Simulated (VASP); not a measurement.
Wanted: the native input for a VASP 6.6.1 run.

```
Task                   : single point
Functional             : LDA
Potentials or basis    : VASP PAW LDA potentials, release 64 (Si, W_sv)
Cutoff                 : 520 eV
k mesh                 : 20 × 20 × 20
Occupations            : gaussian, width 0.15 eV
Spin                   : no spin polarisation
Dipole correction      : no
Further INCAR settings : ALGO = Normal; EDIFF = 1e-06; NBANDS = 18
```

The structure of Si2W lies in POSCAR:

```
Si2W
1.0
   -1.5297247359      1.5297247359      4.2136267849
    1.5297247359     -1.5297247359      4.2136267849
    1.5297247359      1.5297247359     -4.2136267849
Si W
2 1
Direct
    0.3346644983      0.3346644983      0.0000000000
    0.6653355017      0.6653355017      0.0000000000
    0.0000000000      0.0000000000      0.0000000000
```

The input as run:

INCAR

```
SYSTEM = Si2W
  PREC = Accurate
  ENCUT = 520
  EDIFF = 1E-6
  ISMEAR = 0
  SIGMA = 0.15
  LREAL = .False.
  LASPH = .True.
  NELM = 80
  ALGO = Normal
  ISIF = 2
  LWAVE = .False.
  LCHARG = .False.
  NBANDS = 18
```

KPOINTS

```
regular mesh
0
Gamma
  20 20 20
  0 0 0
```

Potentials or basis: VASP PAW LDA potentials, release 64 (Si, W_sv).

Launch:

```console
$ cat potpaw_LDA.64/Si/POTCAR potpaw_LDA.64/W_sv/POTCAR > POTCAR
$ mpirun -np 1 vasp_std > vasp.out
```

Results of the run:

The pressure is 1.6 GPa. The largest force is 0.123 eV/Å and the band gap on the k mesh is zero (bands 11 and 12 overlap by 2.01 eV).

Caveat: the stress differs along the axes, from -26 to 15 GPa; spin-orbit coupling is left out, which moves the levels of the heavy elements.

Wall time 13 min on 1 thread of Intel Xeon 8259CL, on a shared host, peak memory 0.52 GiB.
